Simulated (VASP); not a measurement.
# TiC (Fm-3m) in VASP: a series of runs

Runs on TiC. Level: PBEsol. Tasks: single point.

All numbers are computed with VASP 6.6.1; they aren't measurements. Logs are shortened: lines on timing, memory, paths and dates and some standing lists are left out, and cuts for length are marked.

**1. The cell of the first run**

Symmetry: Fm-3m, No. 225, cubic system. Conventional cell: a = 4.293 Å, b = 4.293 Å, c = 4.293 Å, α = 90.00°, β = 90.00°, γ = 90.00°. Within 2.8 Å of Ti (site symmetry m-3m) lie 6 C at 2.15 Å. C (site symmetry m-3m) has 6 Ti at 2.15 Å within 2.8 Å.

**2. Single point, PBEsol**

The input, INCAR:

```
PREC     = Accurate       # precision mode
ENCUT    = 520            # plane-wave cutoff, eV
EDIFF    = 1E-7           # SCF threshold, eV
ISMEAR   = 0              # smearing method
SIGMA    = 0.1            # smearing width, eV
LREAL    = False          # projectors in reciprocal space
LASPH    = True           # aspherical terms in the spheres
NELM     = 100            # most SCF steps
ALGO     = Normal         # electronic algorithm
ISIF     = 2              # what is computed and relaxed
LWAVE    = False          # write WAVECAR
LCHARG   = False          # write CHGCAR
GGA      = PS             # functional
NBANDS   = 15             # bands
```

The input, KPOINTS:

```
regular mesh
0
Gamma
  16 16 16
```

The input, POSCAR:

```
TiC
1.0
    0.0000000000      2.1466778696      2.1466778696
    2.1466778696      0.0000000000      2.1466778696
    2.1466778696      2.1466778696      0.0000000000
Ti C
1 1
Direct
    0.0000000000      0.0000000000      0.0000000000
    0.5000000000      0.5000000000      0.5000000000
```

Potentials or basis: VASP PAW PBE potentials, release 64 (Ti_sv, C).

On the command line:

```bash
$ cat potpaw_PBE.64/Ti_sv/POTCAR potpaw_PBE.64/C/POTCAR > POTCAR
$ mpirun -np 1 vasp_std > vasp.out
```

OUTCAR:

```text
PREC = Accurate
   ENCUT = 520
   EDIFF = 1E-7
   ISMEAR = 0
   LREAL = False
   LASPH = True
   NELM = 100
   ISIF = 2
   GGA = PS

 ion  position               nearest neighbor table
   1  0.000  0.000  0.000-   2 2.15   2 2.15   2 2.15   2 2.15   2 2.15   2 2.15
   2  0.500  0.500  0.500-   1 2.15   1 2.15   1 2.15   1 2.15   1 2.15   1 2.15

  LATTYP: Found a face centered cubic cell.
 ALAT       =     4.2933557392

  Lattice vectors:

 A1 = (   0.0000000000,   2.1466778696,   2.1466778696)
 A2 = (   2.1466778696,   0.0000000000,   2.1466778696)
 A3 = (   2.1466778696,   2.1466778696,   0.0000000000)

Analysis of symmetry for initial positions (statically):
=====================================================================
 Subroutine PRICEL returns:
 Original cell was already a primitive cell.

 Routine SETGRP: Setting up the symmetry group for a
 face centered cubic supercell.

 Subroutine GETGRP returns: Found 48 space group operations
 (whereof 48 operations were pure point group operations)
 out of a pool of 48 trial point group operations.

The static configuration has the point symmetry O_h .

Analysis of symmetry for dynamics (positions and initial velocities):
=====================================================================
 Subroutine PRICEL returns:
 Original cell was already a primitive cell.

 Routine SETGRP: Setting up the symmetry group for a
 face centered cubic supercell.

 Subroutine GETGRP returns: Found 48 space group operations
 (whereof 48 operations were pure point group operations)
 out of a pool of 48 trial point group operations.

The dynamic configuration has the point symmetry O_h .

 Subroutine INISYM returns: Found 48 space group operations
 (whereof 48 operations are pure point group operations),
 and found     1 'primitive' translations

----------------------------------------------------------------------------------------

                                     Primitive cell

  volume of cell :      19.7848

  direct lattice vectors                    reciprocal lattice vectors
     0.000000000  2.146677870  2.146677870    -0.232918039  0.232918039  0.232918039
     2.146677870  0.000000000  2.146677870     0.232918039 -0.232918039  0.232918039
     2.146677870  2.146677870  0.000000000     0.232918039  0.232918039 -0.232918039

  length of vectors
     3.035860957  3.035860957  3.035860957     0.403425878  0.403425878  0.403425878

  position of ions in fractional coordinates (direct lattice)
     0.000000000  0.000000000  0.000000000
     0.500000000  0.500000000  0.500000000

  ion indices of the primitive-cell ions
   primitive index   ion index
                 1           1
                 2           2

----------------------------------------------------------------------------------------

 KPOINTS: regular mesh

Automatic generation of k-mesh.
 Grid dimensions read from file:
 generate k-points for:   16   16   16

 Generating k-lattice:

  Cartesian coordinates                     Fractional coordinates (reciprocal lattice)
    -0.014557377  0.014557377  0.014557377     0.062500000  0.000000000  0.000000000
     0.014557377 -0.014557377  0.014557377     0.000000000  0.062500000  0.000000000
     0.014557377  0.014557377 -0.014557377     0.000000000  0.000000000  0.062500000

  Length of vectors
     0.025214117  0.025214117  0.025214117

  Shift w.r.t. Gamma in fractional coordinates (k-lattice)
     0.000000000  0.000000000  0.000000000

 Subroutine IBZKPT returns following result:
 ===========================================

 Found    145 irreducible k-points:

 Following reciprocal coordinates:
            Coordinates               Weight
  0.000000  0.000000  0.000000      1.000000
  0.062500  0.000000  0.000000      8.000000
  0.125000  0.000000  0.000000      8.000000
  0.187500  0.000000  0.000000      8.000000
  0.250000  0.000000  0.000000      8.000000
  0.312500  0.000000  0.000000      8.000000
[... 16 lines left out ...]
 -0.125000  0.062500  0.000000     24.000000
 -0.062500  0.062500  0.000000     12.000000
 [... further k-points ...]
   k-points           NKPTS =    145   k-points in BZ     NKDIM =    145   number of bands    NBANDS=     15
   number of dos      NEDOS =    301   number of ions     NIONS =      2
   total plane-waves  NPLWV =  13824
   dimension x,y,z NGX =    24 NGY =   24 NGZ =   24
   dimension x,y,z NGXF=    48 NGYF=   48 NGZF=   48
   ions per type =               1   1
   NGX,Y,Z   is equivalent  to a cutoff of  13.14, 13.14, 13.14 a.u.
   NGXF,Y,Z  is equivalent  to a cutoff of  26.29, 26.29, 26.29 a.u.
 SYSTEM =  unknown system
   PREC   = accura    normal or accurate (medium, high low for compatibility)
   ISTART =      0    job   : 0-new  1-cont  2-samecut
   ICHARG =      2    charge: 1-file 2-atom 10-const
   ISPIN  =      1    spin polarized calculation?
   LNONCOLLINEAR =      F non collinear calculations
   LSORBIT =      F    spin-orbit coupling
   LASPH  =      T    aspherical Exc in radial PAW
   ENCUT  =  520.0 eV  38.22 Ry    6.18 a.u.   5.64  5.64  5.64*2*pi/ulx,y,z
   NELM   =    100;   NELMIN=  2; NELMDL= -5     # of ELM steps
   EDIFF  = 0.1E-06   stopping-criterion for ELM
   LREAL  =      F    real-space projection
   EDIFFG = 0.1E-05   stopping-criterion for IOM
   NSW    =      0    number of steps for IOM
   IBRION =     -1    ionic relax: 0-MD 1-quasi-New 2-CG
   NFREE  =      0    steps in history (QN), initial steepest desc. (CG)
   ISIF   =      2    stress and relaxation
   ISYM   =      2    0-nonsym 1-usesym 2-fastsym
   POTIM  = 0.5000    time-step for ionic-motion
   TEBEG  =    0.0;   TEEND  =   0.0 temperature during run
   PSTRESS=    0.0 pullay stress
   NELECT =      16.0000    total number of electrons
   NUPDOWN=      -1.0000    fix difference up-down
   EMIN   =  10.00;   EMAX   =-10.00  energy-range for DOS
   EFERMI =   0.00;   METHOD = LEGACY
   ISMEAR =     0;   SIGMA  =   0.10  broadening in eV -4-tet -1-fermi 0-gaus
   EFERMI_NEDOS =   21; number of points for ismear=-14 and -15
   IALGO  =     38    algorithm
   IMIX   =      4    mixing-type and parameters
     AMIX     =   0.40;   BMIX     =  1.00
     AMIX_MAG =   1.60;   BMIX_MAG =  1.00
  volume/ion in A,a.u.               =       9.89        66.76
  Fermi-wavevector in a.u.,A,eV,Ry     =   1.525239  2.882284 31.651975  2.326354
  Thomas-Fermi vector in A             =   2.633437
   LORBIT       =      0    0 simple, 1 ext, 2 COOP (PROOUT), +10 PAW based schemes
   GGA     = PS    functional components
   LHFCALC =     F    Hartree Fock is set to
   AEXX    =    0.0000 exact exchange contribution
   IVDW    =     0    specifies the selected vdW correction
   LEPSILON=     F    determine dielectric tensor
   LRPA    =     F    only Hartree local field effects (RPA)
 non-spin polarized calculation
 Gauss-broadening in eV      SIGMA  =   0.10
  energy-cutoff  :      520.00
  volume of cell :       19.78
 maximum number of plane-waves:       544
   NGX = 11   NGY = 11   NGZ = 11

 number of electron      16.0000003 magnetization

 Free energy of the ion-electron system (eV)
  ---------------------------------------------------
  ext. energy  EPLUGINS =         0.00000000
  ---------------------------------------------------
  free energy    TOTEN  =       -19.80236757 eV

  energy without entropy =      -19.80041927  energy(sigma->0) =      -19.80139342

 E-fermi :   9.6042     XC(G=0): -12.9981

 val. band max:        9.5938234459   @ k =   0.1250   0.1250   0.0000
 cond. band min:       9.6055782269   @ k =   0.1250   0.0625   0.0000
 fundamental gap:      0.0117547810
 Fermi energy:         9.6042364847

 k-point     1 :       0.0000    0.0000    0.0000
  band No.  band energies     occupation
      1     -46.6371      2.00000
      2     -22.7491      2.00000
      3     -22.7491      2.00000
      4     -22.7491      2.00000
      5      -2.8756      2.00000
      6      10.2880      0.00000
      7      10.2880      0.00000
      8      10.2880      0.00000
      9      11.3533      0.00000
     10      11.3533      0.00000
     11      11.3533      0.00000
     12      11.3983      0.00000
     13      11.3983      0.00000
     14      20.4860      0.00000
     15      23.6475      0.00000

 k-point     2 :       0.0625    0.0000    0.0000
  band No.  band energies     occupation
      1     -46.6339      2.00000
      2     -22.7713      2.00000
      3     -22.7512      2.00000
      4     -22.7512      2.00000
      5      -2.7834      2.00000
      6       9.8416      0.00079
      7      10.0943      0.00000
      8      10.0943      0.00000
      9      10.6651      0.00000
     10      10.6651      0.00000
     11      11.5942      0.00000
     12      12.4157      0.00000
     13      12.4157      0.00000
     14      20.6436      0.00000
     15      23.7037      0.00000

 k-point     3 :       0.1250    0.0000    0.0000
  band No.  band energies     occupation
      1     -46.6248      2.00000
      2     -22.8342      2.00000
      3     -22.7570      2.00000
      4     -22.7570      2.00000
      5      -2.5126      2.00000
      6       8.9515      2.00000
      7       9.3204      1.99994
      8       9.3204      1.99994
      9      10.7334      0.00000
     10      10.7334      0.00000
     11      11.9335      0.00000
     12      13.5155      0.00000
     13      13.5155      0.00000
     14      21.0220      0.00000
     15      23.7802      0.00000
[... 343 lines left out ...]
 k-point    23 :      -0.1250    0.0625    0.0000
  band No.  band energies     occupation
      1     -46.6182      2.00000
      2     -22.8707      2.00000
      3     -22.7777      2.00000
      4     -22.7540      2.00000
      5      -2.3110      2.00000
      6       8.4645      2.00000
      7       8.8000      2.00000
      8       8.9911      2.00000
      9      10.6113      0.00000
     10      11.2015      0.00000
     11      12.2536      0.00000
     12      13.3643      0.00000
     13      14.5177      0.00000
     14      21.2748      0.00000
     15      23.7951      0.00000

 k-point    24 :      -0.0625    0.0625    0.0000
  band No.  band energies     occupation
      1     -46.6288      2.00000
      2     -22.8020      2.00000
      3     -22.7637      2.00000
      4     -22.7504      2.00000
      5      -2.6326      2.00000
      6       9.3846      1.99810
      7       9.5569      1.49710
      8       9.5906      1.15316
      9      10.4040      0.00000
     10      11.0291      0.00000
     11      11.9518      0.00000
     12      12.5478      0.00000
     13      13.4362      0.00000
     14      20.8851      0.00000
     15      23.7684      0.00000

 [... further k-points ...]

------------------------ aborting loop because EDIFF is reached ----------------------------------------

  FORCE on cell =-STRESS in cart. coord.  units (eV):
  Direction    XX          YY          ZZ          XY          YZ          ZX
  --------------------------------------------------------------------------------------
  -------------------------------------------------------------------------------------
  Total        0.0295468      0.0295468      0.0295468      0.0000000      0.0000000      0.0000000
  in kB        2.3927079      2.3927079      2.3927079      0.0000000      0.0000000      0.0000000
  external PRESSURE =       2.3927079 kB  Pullay stress =       0.0000000 kB

 VOLUME and BASIS-vectors are now :
 -----------------------------------------------------------------------------
  energy-cutoff  :      520.00
  volume of cell :       19.78
      direct lattice vectors                 reciprocal lattice vectors
     0.000000000  2.146677870  2.146677870    -0.232918039  0.232918039  0.232918039
     2.146677870  0.000000000  2.146677870     0.232918039 -0.232918039  0.232918039
     2.146677870  2.146677870  0.000000000     0.232918039  0.232918039 -0.232918039

 POSITION                                       TOTAL-FORCE (eV/Angst)
 -----------------------------------------------------------------------------------
      0.00000      0.00000      0.00000         0.000000     -0.000000      0.000000
      2.14668      2.14668      2.14668        -0.000000      0.000000     -0.000000
 -----------------------------------------------------------------------------------
    total drift:                                0.000000     -0.000000     -0.000000

  FREE ENERGIE OF THE ION-ELECTRON SYSTEM (eV)
  ---------------------------------------------------
  free  energy   TOTEN  =       -19.8023675733 eV

  energy  without entropy=      -19.8004192698  energy(sigma->0) =      -19.80139342
```

Run time: 71 s. Hardware: 1 thread of Intel Xeon 8259CL, shared host; peak memory 0.17 GiB.

Results:

```yaml
Free_energy: -19.8024 eV
Pressure: 0.2 GPa
Band_gap_on_the_k_mesh: zero (band 8 reaches 10.29 eV, above the bottom of band 9 at 9.20 eV)
```

Caveat: the PAW data sets were made with another functional, which shifts forces and pressure a little.

**3. Single point, PBEsol (volume scaled by 1.03)**

The input, INCAR:

```
PREC = Accurate
ENCUT = 520
EDIFF = 1E-7
ISMEAR = 0
SIGMA = 0.1
LREAL = F
LASPH = T
NELM = 80
ALGO = Normal
ISIF = 2
LWAVE = F
LCHARG = F
GGA = PS
NBANDS = 15
```

KPOINTS is that of step 2.

The input, POSCAR:

```
TiC
1.0
    0.0000000000      2.1679334883      2.1679334883
    2.1679334883      0.0000000000      2.1679334883
    2.1679334883      2.1679334883      0.0000000000
Ti C
1 1
Direct
    0.0000000000      0.0000000000      0.0000000000
    0.5000000000      0.5000000000      0.5000000000
```

Potentials or basis: VASP PAW PBE potentials, release 64 (Ti_sv, C).

On the command line:

```bash
$ cat potpaw_PBE.64/Ti_sv/POTCAR potpaw_PBE.64/C/POTCAR > POTCAR
$ mpirun -np 1 vasp_std > vasp.out
```

Run time: 68 s. Hardware: 1 thread of Intel Xeon 8259CL, shared host; peak memory 0.17 GiB.

Results (log left out):

```
Free energy            : -19.7895 eV
Pressure               : -7.2 GPa
Band gap on the k mesh : zero (band 8 reaches 9.93 eV, above the bottom of band 9 at 8.86 eV)
```

Levels at points of the mesh, in eV from the Fermi level:
| k point | band 4 | band 5 | band 6 | band 7 | band 8 | band 9 | band 10 | band 11 | band 12 | band 13 |
| --- | --- | --- | --- | --- | --- | --- | --- | --- | --- | --- |
| (0.00, 0.00, 0.00) | -32.46 | -12.34 | 0.67 | 0.67 | 0.67 | 1.71 | 1.71 | 1.71 | 1.73 | 1.73 |
| (0.50, 0.00, 0.00) | -32.50 | -8.83 | -5.85 | -2.87 | -2.87 | 2.92 | 2.92 | 4.10 | 8.15 | 8.20 |
| (0.50, 0.50, 0.00) | -32.63 | -10.04 | -3.43 | -1.65 | -0.01 | -0.01 | 2.73 | 3.52 | 3.52 | 5.84 |

Caveat: the PAW data sets were made with another functional, which shifts forces and pressure a little.

**4. Single point, PBEsol (volume scaled by 1.06)**

INCAR is that of step 3.

The input, KPOINTS:

```
Automatic mesh
0
Gamma
  16 16 16
```

The input, POSCAR:

```
TiC
1.0
    0.0000000000      2.1887802814      2.1887802814
    2.1887802814      0.0000000000      2.1887802814
    2.1887802814      2.1887802814      0.0000000000
Ti C
1 1
Direct
    0.0000000000      0.0000000000      0.0000000000
    0.5000000000      0.5000000000      0.5000000000
```

On the command line:

```bash
$ cat potpaw_PBE.64/Ti_sv/POTCAR potpaw_PBE.64/C/POTCAR > POTCAR
$ mpirun -np 1 vasp_std > vasp.out
```

Wall time 70 s (1 thread of Intel Xeon 8259CL, shared host); peak memory 0.17 GiB.

Results (log left out):

* Free energy: -19.7510 eV
* Pressure: -13.6 GPa
* Band gap on the k mesh: zero (band 8 reaches 9.58 eV, above the bottom of band 9 at 8.53 eV)

Levels at points of the mesh, in eV from the Fermi level:
```csv
k point,band 6,band 7,band 8,band 9,band 10,band 11
"(0.00, 0.00, 0.00)",0.66,0.66,0.66,1.67,1.67,1.67
"(0.50, 0.00, 0.00)",-5.72,-2.78,-2.78,2.81,2.81,3.94
"(0.50, 0.50, 0.00)",-3.40,-1.57,-0.04,-0.04,2.63,3.38
```

Caveat: the PAW data sets were made with another functional, which shifts forces and pressure a little.

**5. Overview**

```tsv
cell	gap on the mesh (eV)	pressure (GPa)
a = 3.036 Å, angles 60.0°, 2 atoms	none	0.2
a = 3.066 Å, angles 60.0°, 2 atoms	none	-7.2
a = 3.095 Å, angles 60.0°, 2 atoms	none	-13.6
```

Alike in all rows: task single point; level PBEsol; potentials or basis VASP PAW PBE potentials, release 64 (Ti_sv, C); no spin polarisation; k mesh 16 × 16 × 16; cutoff (eV) 520; smearing gaussian 0.1 eV.

Caveats: the PAW data sets were made with another functional, which shifts forces and pressure a little.

Absolute energies hang on the potentials; compare differences alone.
